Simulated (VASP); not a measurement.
A run of VASP 6.6.1 is set up as follows.

File INCAR:

```
  PREC = Accurate
  ENCUT = 500
  EDIFF = 1E-6
  ISMEAR = 0
  SIGMA = 0.01
  LREAL = False
  LASPH = True
  NELM = 120
  ALGO = Normal
  ISIF = 2
  LWAVE = False
  LCHARG = False
  GGA = PE
  NBANDS = 17
  GGA_COMPAT = False
```

File KPOINTS:

```
regular mesh
0
Gamma
  5 5 5
```

Contents of POSCAR:

```
TlCl
1.0
    3.8677814763      0.0000000000      0.0000000000
    0.0000000000      3.8677814763      0.0000000000
    0.0000000000      0.0000000000      3.8677814763
Tl Cl
1 1
Direct
    0.0000000000      0.0000000000      0.0000000000
    0.5000000000      0.5000000000      0.5000000000
```

Potentials or basis: VASP PAW PBE potentials, release 64 (Tl_d, Cl).

The run is started by

```console
$ cat potpaw_PBE.64/Tl_d/POTCAR potpaw_PBE.64/Cl/POTCAR > POTCAR
$ mpirun -np 1 vasp_std > vasp.out
```

Task: Estimate the pressure.

Result: 0.5 GPa.

Task: Predict the band gap on the k mesh.

Result: 2.93 eV, direct.

Caveat: spin-orbit coupling is left out, which moves the levels of the heavy elements. A k mesh can miss the band edges.
